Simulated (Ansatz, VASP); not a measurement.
# Mo in VASP and in Ansatz

```
CELL_PARAMETERS angstrom
0.00000 2.80517 2.80517
2.80517 0.00000 2.80517
2.80517 2.80517 0.00000
ATOMIC_POSITIONS crystal
Mo 0.00000 0.00000 0.00000
Mo 0.25000 0.25000 0.25000
```

Alike in both runs: functional PBEsol; k mesh 14 × 14 × 14; occupations gaussian, width 0.1 eV; no spin polarisation.

Ansatz relaxed the structure, and its values are those at the end. VASP's run is a single point on that final structure, the one shown.

|  | VASP | Ansatz |
| --- | --- | --- |
| version | VASP 6.6.1 | Ansatz 0.2.0 |
| potentials or method | VASP PAW PBE potentials, release 64 (Mo_sv), cutoff 520 eV | scalar-relativistic, plane waves, PAW |
| valence electrons in the cell | 28 | 28 |

```tsv
	VASP	Ansatz	Ansatz less VASP
gap on the k mesh at the Fermi level (eV)	none	none	-
pressure (GPa)	0.5	0.0	-0.48
```

VASP's potentials were made for PBE, not for PBEsol. A gap of «none» marks a metal or a gap that the smearing closes.
